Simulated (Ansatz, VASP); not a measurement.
# One calculation of Ti, two programs

```
Ti
1.0
     4.45083    0.00000    0.00000
    -2.22541    3.85453    0.00000
     0.00000    0.00000    2.77055
Ti
3
Direct
  0.00000 0.00000 0.00000
  0.33333 0.66667 0.50000
  0.66667 0.33333 0.50000
```

Alike in both runs: functional LDA; k mesh 12 × 12 × 14; occupations gaussian, width 0.1 eV; no spin polarisation.

Ansatz relaxed the structure, and its values are those at the end. VASP's run is a single point on that final structure, the one shown.

|  | VASP | Ansatz |
| --- | --- | --- |
| version | VASP 6.6.1 | Ansatz 0.2.0 |
| potentials or method | VASP PAW LDA potentials, release 64 (Ti_sv), cutoff 520 eV | scalar-relativistic, plane waves, PAW |
| valence electrons in the cell | 36 | 36 |

```tsv
	VASP	Ansatz	Ansatz less VASP
gap on the k mesh at the Fermi level (eV)	none	none	-
pressure (GPa)	-0.3	0.0	+0.31
```

Ansatz warns that its potentials were made for another functional, while VASP's fit it. LDA's correlation is that of Perdew and Zunger in VASP and of Perdew and Wang (1992) in Ansatz. A gap of «none» marks a metal or a gap that the smearing closes.
